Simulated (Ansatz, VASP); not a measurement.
One calculation of Os, two programs

```
CELL_PARAMETERS angstrom
4.87694 0.00000 0.00000
0.00000 4.87694 0.00000
0.00000 0.00000 4.87694
ATOMIC_POSITIONS crystal
Os 0.50000 0.50000 0.50000
Os 0.00000 0.00000 0.00000
Os 0.25000 0.00000 0.50000
Os 0.50000 0.25000 0.00000
Os 0.50000 0.75000 0.00000
Os 0.75000 0.00000 0.50000
Os 0.00000 0.50000 0.75000
Os 0.00000 0.50000 0.25000
```

Alike in both runs: functional r2SCAN; k mesh 8 × 8 × 8; occupations gaussian, width 0.1 eV; no spin polarisation.

Ansatz relaxed the structure, and its values are those at the end. VASP's run is a single point on that final structure, the one shown.

|  | VASP | Ansatz |
| --- | --- | --- |
| version | VASP 6.6.1 | Ansatz 0.2.0 |
| potentials or method | VASP PAW PBE potentials, release 64 (Os), cutoff 520 eV | scalar-relativistic, plane waves, PAW |
| valence electrons in the cell | 64 | 128 |

VASP gave:

```
gap on the k mesh at the Fermi level (eV) : none
pressure (GPa)                            : 1.0
```

Task: What did Ansatz give for the same quantities?

Result: gap on the k mesh at the Fermi level (eV): none; pressure (GPa): 0.0.

VASP's potentials were made for PBE, not for r2SCAN. A gap of «none» marks a metal or a gap that the smearing closes. VASP's potentials hold 64 valence electrons a cell and Ansatz's 128, so a difference there can come from the potentials and not from the codes.

Neither program's run includes spin-orbit coupling.
